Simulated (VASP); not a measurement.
Write the native input for VASP 6.6.1 that does the following.

- Task: relaxation of the atoms
- Functional: PBEsol
- Potentials or basis: VASP PAW PBE potentials, release 64 (N)
- Cutoff: 520 eV
- k mesh: 6 × 6 × 4
- Occupations: gaussian, width 0.02 eV
- Spin: no spin polarisation
- Dipole correction: no
- Further INCAR settings: ALGO = Normal; EDIFF = 1e-06; IBRION = 2; EDIFFG = -0.008; NSW = 60

The structure of N lies in POSCAR:

```
N
1.0
    4.3671061469      0.0000000000      0.0000000000
   -2.1835530734      3.7820248642      0.0000000000
    0.0000000000      0.0000000000      7.8671988561
N
4
Direct
    0.3333333333      0.6666666667      0.3212596199
    0.3333333333      0.6666666667      0.1787403801
    0.6666666667      0.3333333333      0.8212596199
    0.6666666667      0.3333333333      0.6787403801
```

This cell differs from its parent crystal: strain along c alone, the other axes held: +6.0 %.

These files were run (other wordings do the same):

INCAR

```
PREC     = Accurate       # precision mode
ENCUT    = 520            # plane-wave cutoff, eV
EDIFF    = 1E-6           # SCF threshold, eV
ISMEAR   = 0              # smearing method
SIGMA    = 0.02           # smearing width, eV
LREAL    = F              # projectors in reciprocal space
LASPH    = T              # aspherical terms in the spheres
NELM     = 80             # most SCF steps
ALGO     = Normal         # electronic algorithm
ISIF     = 2              # what is computed and relaxed
LWAVE    = F              # write WAVECAR
LCHARG   = F              # write CHGCAR
GGA      = PS             # functional
IBRION   = 2              # ionic algorithm
NSW      = 60             # ionic steps
EDIFFG   = -0.008         # ionic threshold
```

KPOINTS

```
Automatic mesh
0
Gamma
  6 6 4
```

Potentials or basis: VASP PAW PBE potentials, release 64 (N).

The run is started by

```bash
$ cat potpaw_PBE.64/N/POTCAR > POTCAR
$ mpirun -np 1 vasp_std > vasp.out
```

Results of the run:

* Energy gained by relaxing: 3.3 meV/atom
* Ionic steps: 4
* Pressure after relaxing: -0.2 GPa
* Largest force after relaxing: 0.003 eV/Å
* Band gap on the k mesh: 7.39 eV, indirect (least direct gap 7.49 eV)

Caveat: the cell differs from its parent crystal (strain along c alone, the other axes held: +6.0 %); the standard files for N, O and F lose accuracy on very short bonds; the PAW data sets were made with another functional, which shifts forces and pressure a little.

Wall time 68 s on 1 thread of Intel Xeon 6975P-C, with other jobs on the host, peak memory 0.23 GiB.
